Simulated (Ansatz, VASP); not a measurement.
**Two plane-wave programs on PbSe**

INCAR

```
SYSTEM = PbSe
  PREC = Accurate
  ENCUT = 520
  EDIFF = 1E-6
  ISMEAR = 0
  SIGMA = 0.15
  LREAL = .False.
  LASPH = .True.
  NELM = 80
  ALGO = Normal
  ISIF = 2
  LWAVE = .False.
  LCHARG = .True.
  GGA = PE
  IVDW = 12
  LELF = .True.
  LVHAR = .True.
  NBANDS = 17
```

The input KPOINTS:

```
Automatic mesh
0
Gamma
  14 14 14
  0 0 0
```

File POSCAR:

```
PbSe
1.0
    3.8360256508      0.4612230255      0.4612230255
    0.4612230255      3.8360256508      0.4612230255
    0.4612230255      0.4612230255      3.8360256508
Pb Se
1 1
Direct
    0.0000000000      0.0000000000      0.0000000000
    0.5000000000      0.5000000000      0.5000000000
```

Input for Ansatz:

```yaml
crystal:
  lattice:
    - [3.8360256508, 0.4612230255, 0.4612230255]
    - [0.4612230255, 3.8360256508, 0.4612230255]
    - [0.4612230255, 0.4612230255, 3.8360256508]
  atoms:
    - { symbol: Pb, position: [0.0, 0.0, 0.0] }
    - { symbol: Se, position: [0.5, 0.5, 0.5] }
basis:
  ecutwfc: 420
kpoints:
  mp_grid: { grid: [14, 14, 14] }
hamiltonian:
  xc: pbe
  dispersion: d3bj
scf:
  occupations: { method: gaussian, width: 0.15 }
output:
  forces: true
  stress: true
  eigenvalues: true
```

Alike in both runs: task single point; functional PBE; dispersion D3(BJ); k mesh 14 × 14 × 14; occupations gaussian, width 0.15 eV; no spin polarisation.

|  | VASP | Ansatz |
| --- | --- | --- |
| version | VASP 6.6.1 | Ansatz 0.2.0 |
| potentials or method | VASP PAW PBE potentials, release 64 (Pb_d, Se), cutoff 520 eV | scalar-relativistic, plane waves, PAW |
| valence electrons in the cell | 20 | 30 |

Ansatz gave:

* gap on the k mesh at the Fermi level (eV): none
* pressure (GPa): 0.7
* traceless stress, the component that is largest in VASP (GPa): 1.28

Question: Estimate VASP's values.

Answer: gap on the k mesh at the Fermi level (eV): none; pressure (GPa): 0.6; traceless stress, the component that is largest in VASP (GPa): 1.28.

A gap of «none» marks a metal or a gap that the smearing closes. VASP's potentials hold 20 valence electrons a cell and Ansatz's 30, so a difference there can come from the potentials and not from the codes.

Spin-orbit coupling is off throughout.
